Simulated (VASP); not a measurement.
A run of VASP 6.6.1:

File INCAR:

```
SYSTEM = Pd
PREC = Accurate
ENCUT = 500
EDIFF = 1E-7
ISMEAR = 0
SIGMA = 0.1
LREAL = .False.
LASPH = .True.
NELM = 120
ALGO = Normal
ISIF = 3
LWAVE = .False.
LCHARG = .False.
GGA = PS
IBRION = 2
NSW = 90
EDIFFG = -0.04
GGA_COMPAT = .False.
NELMIN = 4
```

The input KPOINTS:

```
Automatic mesh
0
Gamma
  8 8 8
  0 0 0
```

File POSCAR:

```
Pd
1.0
    0.0000000000      1.9344268699      1.9344268699
    1.9344268699      0.0000000000      1.9344268699
    1.9344268699      1.9344268699      0.0000000000
Pd
1
Direct
    0.5000000000      0.5000000000      0.5000000000
```

Potentials or basis: VASP PAW PBE potentials, release 64 (Pd).

Command:

```bash
$ cat potpaw_PBE.64/Pd/POTCAR > POTCAR
$ mpirun -np 1 vasp_std > vasp.out
```

Hardware: 1 thread of Intel Xeon 6975P-C, on a shared host.

Problem. How long does it take, and how much memory?

Solution. Wall time 8.9 s on 1 thread of Intel Xeon 6975P-C, with other jobs on the host, peak memory 0.13 GiB. Counts: scf iterations 25, k points 29, ion steps 3.
